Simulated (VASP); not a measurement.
## Re: single point with LDA

The system is Re.

```
Re
1.0
     2.73755    0.00000    0.00000
    -1.36877    2.37079    0.00000
     0.00000    0.00000    4.41681
Re
2
Direct
  0.33333 0.66667 0.25000
  0.66667 0.33333 0.75000
```

| Property | Result |
| --- | --- |
| Program | VASP 6.6.1 |
| Task | single point |
| Functional | LDA |
| Potentials or basis | VASP PAW LDA potentials, release 64 (Re) |
| Cutoff | 600 eV |
| k mesh | 18 × 18 × 10 |
| Occupations | gaussian, width 0.1 eV |
| Spin | no spin polarisation |

The pressure is 1.6 GPa and the band gap on the k mesh is zero (bands 7 and 8 overlap by 3.46 eV).

Stress tensor (GPa, compression positive):
```
1.67 0.00 0.00
0.00 1.67 0.00
0.00 0.00 1.49
```

Levels at points of the mesh, in eV from the Fermi level:
```tsv
k point	band 3	band 4	band 5	band 6	band 7	band 8	band 9	band 10	band 11	band 12
(0.00, 0.00, 0.00)	-1.67	-1.67	-1.65	-0.79	-0.79	0.16	0.16	0.82	3.48	3.48
(0.50, 0.00, 0.00)	-5.42	-2.05	-1.66	-1.39	-0.60	4.11	4.55	4.68	6.33	7.37
(0.00, 0.00, 0.50)	-2.43	-2.43	-1.80	-1.80	-1.80	-1.80	2.64	2.64	2.64	2.64
(0.50, 0.00, 0.50)	-4.25	-4.25	0.39	0.39	1.07	1.07	4.44	4.44	4.99	4.99
```

Wall time 110 s on 1 thread of Intel Xeon 8259CL, with other jobs on the host, peak memory 0.22 GiB.

Caveat: spin-orbit coupling is left out, which moves the levels of the heavy elements.
